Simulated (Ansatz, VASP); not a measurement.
## Two plane-wave programs on Cu2H3

```
Cu H
1.0
     3.34524    0.00000    0.00000
     0.00000    3.34524    0.00000
     0.00000    0.00000    3.34524
Cu H
2 3
Cartesian
  1.6726 1.6726 1.6726
  0.0000 0.0000 0.0000
  1.6726 0.0000 0.0000
  0.0000 1.6726 0.0000
  0.0000 0.0000 1.6726
```

Alike in both runs: functional PBE; k mesh 12 × 12 × 12; occupations gaussian, width 0.1 eV; no spin polarisation.

Ansatz relaxed the structure, and its values are those at the end. VASP's run is a single point on that final structure, the one shown.

|  | VASP | Ansatz |
| --- | --- | --- |
| version | VASP 6.6.1 | Ansatz 0.2.0 |
| potentials or method | VASP PAW PBE potentials, release 64 (Cu, H), cutoff 520 eV | scalar-relativistic, plane waves, PAW |
| valence electrons in the cell | 25 | 41 |

```tsv
	VASP	Ansatz	Ansatz less VASP
gap on the k mesh at the Fermi level (eV)	none	none	-
pressure (GPa)	0.0	0.0	-0.01
```

A gap of «none» marks a metal or a gap that the smearing closes. VASP's potentials hold 25 valence electrons a cell and Ansatz's 41, so a difference there can come from the potentials and not from the codes.
